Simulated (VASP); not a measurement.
Runs of VASP 6.6.1 on GaSb (zincblende type). The structure is that of space group F-43m (No. 216), or close to it. The cells are those of the table. 

```tsv
task	cell	cutoff (eV)	k mesh for the DOS	occupations for the DOS	gap on the mesh (eV)	pressure (GPa)
single point	a = 4.305 Å, angles 60.0°, 2 atoms	520	-	-	0.14	3.3
single point	a = 3.787 Å, angles 60.0°, 2 atoms	520	-	-	none	(b)
relaxation of cell and atoms	relaxed from a = 4.394 Å, angles 60.0°, 2 atoms	600	-	-	none	0.0
single point	a = 3.600 Å, angles 60.0°, 2 atoms	520	-	-	none	106.1
single point	a = 4.394 Å, angles 60.0°, 2 atoms	520	-	-	none	0.1
single point	a = 4.211 Å, angles 60.0°, 2 atoms	520	-	-	(a)	7.8
```

Alike in all rows: level PBE; potentials or basis VASP PAW PBE potentials, release 64 (Ga_d, Sb); no spin polarisation; k mesh 12 × 12 × 12; smearing fermi-dirac 0.05 eV.

Question: Estimate the missing entries.

Answer: (a) 0.58; (b) 56.7.

Caveats: spin-orbit coupling is left out, which moves the levels of the heavy elements.

A k mesh can miss the band edges, and the runs leave out spin-orbit coupling on Ga, Sb.

A gap of «none» marks levels without a gap at the run's occupations.
